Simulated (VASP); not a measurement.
A run of VASP 6.6.1 is set up as follows.

INCAR

```
  PREC = Accurate
  ENCUT = 520
  EDIFF = 1E-7
  ISMEAR = 0
  SIGMA = 0.05
  LREAL = F
  LASPH = T
  NELM = 60
  ALGO = Normal
  ISIF = 2
  LWAVE = F
  LCHARG = F
  GGA = PS
  NBANDS = 18
```

File KPOINTS:

```
Automatic mesh
0
Gamma
  8 1 6
```

POSCAR

```
P
1.0
    3.3135074741     -0.0191967096      0.0046584866
   -0.2038384673     34.3237762809     -0.2578037344
    0.0062932328     -0.0327988640      4.4676404449
P
4
Direct
   -0.0009115433      0.9694531305      0.5843148890
    0.0005227479      0.0304915678      0.4176924244
    0.4996624728      0.0305381012      0.0840113581
    0.5007263226      0.9695172005      0.9139813284
```

Potentials or basis: VASP PAW PBE potentials, release 64 (P).

Command:

```sh
$ cat potpaw_PBE.64/P/POTCAR > POTCAR
$ mpirun -np 1 vasp_std > vasp.out
```

**Question.** Predict the band gap on the k mesh.

**Answer.** 0.87 eV.

**Question.** Estimate the largest force.

**Answer.** 0.258 eV/Å.

Forces on the atoms (eV/Å):
```
P    0.043 -0.091 -0.139
P   -0.013  0.095 -0.075
P    0.110  0.101  0.211
P   -0.140 -0.105  0.003
```

Caveat: there is no dipole correction, which matters where the two faces differ; the PAW data sets were made with another functional, which shifts forces and pressure a little.
